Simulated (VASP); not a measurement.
Mo: single point with r2SCAN

Mo:

```xyz
2
Lattice="3.3395 0.0000 0.0000 0.0000 3.3395 0.0000 0.0000 0.0000 3.0344" Properties=species:S:1:pos:R:3 pbc="T T T"
Mo    0.0000    0.0000    0.0000
Mo    1.6697    1.6697    1.5172
```

This cell differs from its parent crystal: biaxial strain in the a-b plane: +6.0 %, then relaxed in part.

```json
{"Program": "VASP 6.6.1", "Task": "single point", "Functional": "r2SCAN", "Potentials or basis": "VASP PAW PBE potentials, release 64 (Mo_sv)", "Cutoff": "520 eV", "k mesh": "16 × 16 × 16", "Occupations": "gaussian, width 0.1 eV", "Spin": "no spin polarisation", "Dipole correction": "no", "Further INCAR settings": "ALGO = Normal; EDIFF = 1e-06; NBANDS = 21"}
```

| Quantity | Value |
| --- | --- |
| Pressure | -16.3 GPa |
| Band gap on the k mesh | zero (bands 14 and 15 overlap by 2.63 eV) |

Stress tensor (GPa, compression positive):
```
-24.79   0.00   0.00
  0.00 -24.79   0.00
  0.00   0.00   0.79
```

Levels at points of the mesh, in eV from the Fermi level:
```tsv
k point	band 10	band 11	band 12	band 13	band 14	band 15	band 16	band 17	band 18	band 19
(0.00, 0.00, 0.00)	-5.10	-4.91	-1.94	-0.79	-0.79	0.99	2.40	3.65	3.65	3.91
(0.50, 0.00, 0.00)	-4.00	-2.46	-2.46	-0.79	-0.79	0.07	0.07	1.11	1.11	2.75
(0.50, 0.50, 0.00)	-5.05	-2.34	-2.34	0.79	0.79	0.83	0.83	1.98	1.98	4.28
(0.00, 0.00, 0.50)	-3.41	-2.03	-2.03	-1.01	-1.01	-1.01	-1.01	0.55	0.55	4.54
(0.50, 0.00, 0.50)	-5.12	-3.53	-3.53	1.62	1.62	1.71	1.71	3.04	3.04	4.37
(0.50, 0.50, 0.50)	-2.79	-2.79	-2.79	-2.26	-2.26	2.19	2.19	2.72	2.72	9.70
```

Wall time 26 min on 1 thread of Oxide Virtual Turin-like Processor (shared host), peak memory 0.3 GiB.

Caveat: the cell differs from its parent crystal (biaxial strain in the a-b plane: +6.0 %, then relaxed in part); the stress differs along the axes, from -25 to 1 GPa; the PAW data sets were made with another functional, which shifts forces and pressure a little.
